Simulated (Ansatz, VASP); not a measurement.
# Two plane-wave programs on Sb

```
Sb
1.0
     3.16810    0.00000    0.00000
     0.00000    3.16810    0.00000
     0.00000    0.00000    3.16810
Sb
1
Direct
  0.00000 0.00000 0.00000
```

Change from the starting cell: volume scaled by 1.06, PAW files.

Alike in both runs: task electric field gradients; functional PBE; k mesh 13 × 13 × 13; occupations fermi-dirac, width 0.05 eV; no spin polarisation.

|  | VASP | Ansatz |
| --- | --- | --- |
| version | VASP 6.6.1 | Ansatz 0.2.0 |
| potentials or method | VASP PAW PBE potentials, release 64 (Sb) | PAW with Ansatz's default frozen-core files, scalar-relativistic |
| plane-wave cutoff (eV) | 520 | 420 |
| valence electrons in the cell | 5 | 15 |

Ansatz gave:

```
pressure (GPa) : -2.8
```

Problem. Estimate VASP's values.

Solution. Pressure (GPa): -2.9.

VASP's potentials hold 5 valence electrons a cell and Ansatz's 15, so a difference there can come from the potentials and not from the codes.

Spin-orbit coupling is off throughout.
